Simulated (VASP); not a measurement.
Set up this calculation in VASP 6.6.1, as the native input.

```yaml
Task: single point
Functional: PBE
Potentials_or_basis: VASP PAW PBE potentials, release 64 (Ce)
Cutoff: 520 eV
k_mesh: 6 × 6 × 6
Occupations: gaussian, width 0.05 eV
Spin: collinear spin, ferromagnetic start
Starting_moments: "[0.22] μB"
Dipole_correction: no
Further_INCAR_settings: ALGO = Normal; EDIFF = 1e-06; NBANDS = 16
```

The structure of Ce lies in POSCAR:

```
Ce
1.0
    0.0000000000      2.4549150354      2.4549150354
    2.4549150354      0.0000000000      2.4549150354
    2.4549150354      2.4549150354      0.0000000000
Ce
1
Direct
    0.0000000000      0.0000000000      0.0000000000
```

The input as run:

INCAR

```
SYSTEM = Ce
PREC = Accurate
ENCUT = 520
EDIFF = 1E-6
ISMEAR = 0
SIGMA = 0.05
LREAL = .False.
LASPH = .True.
NELM = 150
ALGO = Normal
ISIF = 2
LWAVE = .False.
LCHARG = .False.
ISPIN = 2
MAGMOM = 0.22
LORBIT = 11
LMAXMIX = 6
GGA = PE
NBANDS = 16
```

KPOINTS

```
regular mesh
0
Gamma
  6 6 6
  0 0 0
```

Potentials or basis: VASP PAW PBE potentials, release 64 (Ce).

The run is started by

```console
$ cat potpaw_PBE.64/Ce/POTCAR > POTCAR
$ mpirun -np 1 vasp_std > vasp.out
```

It gave:

```
Pressure                                              : -3.6 GPa
Net moment                                            : 0.21 μB per cell
Site moments                                          : Ce +0.18 μB
Valence electrons inside the program's atomic spheres : Ce 9.79
```

Caveat: the k points lie up to 0.37 Å⁻¹ apart; the magnetic or orbital state may not be the lowest.

It took 16 s on 1 thread of AMD EPYC 9R45 96-Core Processor (Zen 5) (shared host), peak memory 0.15 GiB.
